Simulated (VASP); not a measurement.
A run of VASP 6.6.1 is set up as follows.

POSCAR

```
CdS
1.0
    0.0000000000      2.7267765504      2.7267765504
    2.7267765504      0.0000000000      2.7267765504
    2.7267765504      2.7267765504      0.0000000000
Cd S
1 1
Direct
    0.0000000000      0.0000000000      0.0000000000
    0.5000000000      0.5000000000      0.5000000000
```

INCAR.step1

```
SYSTEM = CdS
  ALGO = Normal
  EDIFF = 1E-8
  ENCUT = 500
  GGA = PE
  ISMEAR = 0
  LASPH = .TRUE.
  LCHARG = .FALSE.
  LREAL = .FALSE.
  LWAVE = .TRUE.
  NELM = 100
  PREC = Accurate
  SIGMA = 0.01
```

Contents of INCAR.step2:

```
SYSTEM = CdS
  ALGO = Exact
  EDIFF = 1E-8
  ENCUT = 500
  GGA = PE
  ISMEAR = 0
  ISTART = 1
  LASPH = .TRUE.
  LCHARG = .FALSE.
  LOPTICS = .TRUE.
  LREAL = .FALSE.
  LWAVE = .TRUE.
  NBANDS = 161
  NELM = 1
  PREC = Accurate
  SIGMA = 0.01
```

File INCAR.step3:

```
SYSTEM = CdS
  ALGO = EVGW0
  EDIFF = 1E-8
  ENCUT = 500
  ENCUTGW = 140.0
  GGA = PE
  ISMEAR = 0
  ISTART = 1
  LASPH = .TRUE.
  LCHARG = .FALSE.
  LREAL = .FALSE.
  LWAVE = .FALSE.
  NBANDS = 161
  NBANDSGW = 17
  NELMGW = 1
  NOMEGA = 96
  OMEGAMAX = 20
  PREC = Accurate
  PRECFOCK = Fast
  SIGMA = 0.01
```

File KPOINTS:

```
k-points
0
G
  4 4 4
  0 0 0
```

Potentials or basis: VASP PAW PBE potentials, release 64 (Cd_GW, S_GW).

The run is started by

```sh
$ cat potpaw_PBE.64/Cd_GW/POTCAR potpaw_PBE.64/S_GW/POTCAR > POTCAR
$ cp INCAR.step1 INCAR
$ mpirun -np 1 vasp_std > vasp.out
$ cp INCAR.step2 INCAR
$ mpirun -np 1 vasp_std > vasp.out
$ cp INCAR.step3 INCAR
$ mpirun -np 1 vasp_std > vasp.out
```

Question: What does it give for the quasiparticle gap?

Answer: 0.83 eV.

Question: What does it give for the least direct quasiparticle gap?

Answer: 2.33 eV.

Question: Estimate the band gap of the starting levels on the mesh.

Answer: 0.21 eV.

Question: Predict the least direct gap of the starting levels on the mesh.

Answer: 1.72 eV.

Caveat: the k points lie up to 0.50 Å⁻¹ apart; bands, screening cutoff and mesh are small and nothing is extrapolated, so the quasiparticle values aren't converged; the structure was generated, so it needn't be the stable form of CdS.
